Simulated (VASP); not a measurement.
Crystal: Sb3Se.

```
Sb Se
1.0
     5.82488    0.00000    0.00000
     0.00000    5.82488    0.00000
     0.00000    0.00000    5.82488
Sb Se
6 2
Direct
  0.25000 0.00000 0.50000
  0.50000 0.75000 0.00000
  0.75000 0.00000 0.50000
  0.50000 0.25000 0.00000
  0.00000 0.50000 0.75000
  0.00000 0.50000 0.25000
  0.00000 0.00000 0.00000
  0.50000 0.50000 0.50000
```

The cell was built from a structure type or drawn by symmetry, and may not be a known phase.

```yaml
Program: VASP 6.6.1
Task: relaxation of cell and atoms
Functional: PBE
Potentials_or_basis: VASP PAW PBE potentials, release 64 (Sb, Se)
Cutoff: 600 eV
k_mesh: 4 × 4 × 4
Occupations: gaussian, width 0.1 eV
Spin: no spin polarisation
```

At the start: pressure 4.1 GPa; volume 24.70 Å³/atom.

Problem. Where does the relaxation end?

Solution. Over 3 steps the energy falls by 18.8 meV/atom and the volume is 26.28 Å³/atom (+6.4 %); space group Pm-3n (No. 223, to 0.1 Å) before and after.

The path:
```tsv
step	energy change (eV)	largest force (eV/Å)	pressure (GPa)	volume (Å³)
1	0.0000	0.0000	4.05	197.63
2	-0.1241	0.0000	-1.43	216.04
3	-0.1506	0.0000	0.01	210.25
```

Final structure:
```
CELL_PARAMETERS angstrom
5.94627 0.00000 0.00000
0.00000 5.94627 0.00000
0.00000 0.00000 5.94627
ATOMIC_POSITIONS crystal
Sb 0.25000 0.00000 0.50000
Sb 0.50000 0.75000 0.00000
Sb 0.75000 0.00000 0.50000
Sb 0.50000 0.25000 0.00000
Sb 0.00000 0.50000 0.75000
Sb 0.00000 0.50000 0.25000
Se 0.00000 0.00000 0.00000
Se 0.50000 0.50000 0.50000
```
